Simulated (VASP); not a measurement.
Set up this calculation in VASP 6.6.1, as the native input.

* Task: single point
* Functional: PBE
* Dispersion: D3(BJ)
* Potentials or basis: VASP PAW PBE potentials, release 64 (Sn_d, O)
* Cutoff: 520 eV
* k mesh: 6 × 6 × 6
* Occupations: gaussian, width 0.05 eV
* Spin: no spin polarisation
* Dipole correction: no
* Further INCAR settings: ALGO = Normal; EDIFF = 1e-06; NBANDS = 64

The structure of SnO2 lies in POSCAR:

```
SnO2
1.0
    3.2373377715      1.8690778339      4.2908446674
   -3.2373377715      1.8690778339      4.2908446674
    0.0000000000     -3.7381556677      4.2908446674
Sn O
4 8
Direct
    0.8671831414      0.8635768160      0.8635768162
    0.3671899979      0.3635927393      0.8635854655
    0.3671899979      0.8635854653      0.3635927394
    0.8671877264      0.3635925688      0.3635925689
    0.0999958963      0.6317800975      0.6317801078
    0.5999551958      0.1317901131      0.6317657934
    0.5999551958      0.6317657831      0.1317901234
    0.6118177939      0.6066971288      0.6066971172
    0.0999876306      0.1317865085      0.1317865189
    0.1117855008      0.1066993976      0.6067107056
    0.1117855008      0.6067107172      0.1066993860
    0.6117679584      0.1066908990      0.1066908874
```

This cell differs from its parent crystal: atoms displaced along a vibrational mode.

The input as run:

INCAR

```
  PREC = Accurate
  ENCUT = 520
  EDIFF = 1E-6
  ISMEAR = 0
  SIGMA = 0.05
  LREAL = False
  LASPH = True
  NELM = 60
  ALGO = Normal
  ISIF = 2
  LWAVE = False
  LCHARG = True
  GGA = PE
  IVDW = 12
  LELF = True
  LVHAR = True
  NBANDS = 64
```

KPOINTS

```
Automatic mesh
0
Gamma
  6 6 6
```

Potentials or basis: VASP PAW PBE potentials, release 64 (Sn_d, O).

The run is started by

```sh
$ cat potpaw_PBE.64/Sn_d/POTCAR potpaw_PBE.64/O/POTCAR > POTCAR
$ mpirun -np 1 vasp_std > vasp.out
```

It gave:

The pressure is 1.9 GPa, the largest force is 1.563 eV/Å and the band gap on the k mesh is 1.54 eV. The dispersion energy per atom is -0.201 eV.

Caveat: the cell differs from its parent crystal (atoms displaced along a vibrational mode); spin-orbit coupling is left out, which moves the levels of the heavy elements; forces of over 1 eV/Å act on the atoms, so gaps and moduli don't describe the material at rest.

It took 8.4 min on 1 thread of Oxide Virtual Turin-like Processor (shared host), peak memory 0.54 GiB.
